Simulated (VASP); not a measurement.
Runs of VASP 6.6.1 on YTl. The structure is that of space group Pm-3m (No. 221), or close to it. The cells are those of the table. 

| task | cell | gap on the mesh (eV) | pressure (GPa) |
| --- | --- | --- | --- |
| electric field gradients | a = 3.800 Å, 2 atoms | none | -4.9 |
| electric field gradients | a = 3.825 Å, 2 atoms | none | -5.7 |
| single point | a = 3.738 Å, 2 atoms | none | -2.4 |
| electric field gradients | a = 3.700 Å, 2 atoms | none | -0.4 |
| single point | a = 3.763 Å, 2 atoms | none | -3.5 |
| electric field gradients | a = 3.738 Å, 2 atoms | none | -2.4 |
| electric field gradients | a = 3.751, b = 3.751, c = 3.676 Å, 2 atoms | none | -1.7 |
| single point | a = 3.726 Å, 2 atoms | none | -1.7 |
| electric field gradients | a = 3.674 Å, 2 atoms | none | (a) |
| single point | a = 3.825 Å, 2 atoms | none | -5.7 |
| single point | a = 3.700 Å, 2 atoms | none | -0.4 |
| electric field gradients | a = 3.726 Å, 2 atoms | none | -1.7 |

Alike in all rows: level LDA; potentials or basis VASP PAW LDA potentials, release 64 (Y_sv, Tl_d); no spin polarisation; k mesh 11 × 11 × 11; cutoff (eV) 520; smearing fermi-dirac 0.08 eV.

Task: Fill in the values left out.

Result: (a) 1.1.

Caveats: spin-orbit coupling is left out, which moves the levels of the heavy elements; the cell stands under tension (at least some runs).

A k mesh can miss the band edges, and the runs leave out spin-orbit coupling on Tl, Y.

A gap of «none» marks levels without a gap at the run's occupations.
